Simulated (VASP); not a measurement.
Runs of VASP 6.6.1 on WS2. The structure is that of space group C2/m (No. 12), or close to it. The cells are those of the table. 

```tsv
cell	gap on the mesh (eV)	pressure (GPa)	largest force (eV/Å)
a = 3.657, b = 3.657, c = 4.397 Å, angles 90.0, 90.0, 63.0°, 3 atoms	none	-0.3	1.60
a = 3.632, b = 3.632, c = 4.366 Å, angles 90.0, 90.0, 63.0°, 3 atoms	none	(a)	1.70
a = 3.707, b = 3.707, c = 4.457 Å, angles 90.0, 90.0, 63.0°, 3 atoms	none	-5.4	1.51
a = 3.732, b = 3.732, c = 4.487 Å, angles 90.0, 90.0, 63.0°, 3 atoms	none	-7.6	1.51
a = 3.756, b = 3.756, c = 4.516 Å, angles 90.0, 90.0, 63.0°, 3 atoms	none	-9.6	1.53
a = 3.682, b = 3.682, c = 4.427 Å, angles 90.0, 90.0, 63.0°, 3 atoms	none	-3.0	1.53
a = 3.780, b = 3.780, c = 4.545 Å, angles 90.0, 90.0, 63.0°, 3 atoms	none	(b)	1.58
```

Alike in all rows: task single point; level PBE; potentials or basis VASP PAW PBE potentials, release 64 (W_sv, S); no spin polarisation; k mesh 8 × 8 × 6; cutoff (eV) 520; smearing fermi-dirac 0.05 eV.

Question: Estimate the missing entries.

Answer: (a) 2.8; (b) -11.3.

Caveats: spin-orbit coupling is left out, which moves the levels of the heavy elements; forces of over 1 eV/Å act on the atoms, so gaps and moduli don't describe the material at rest.

A k mesh can miss the band edges, and the runs leave out spin-orbit coupling on W.

A gap of «none» marks levels without a gap at the run's occupations.
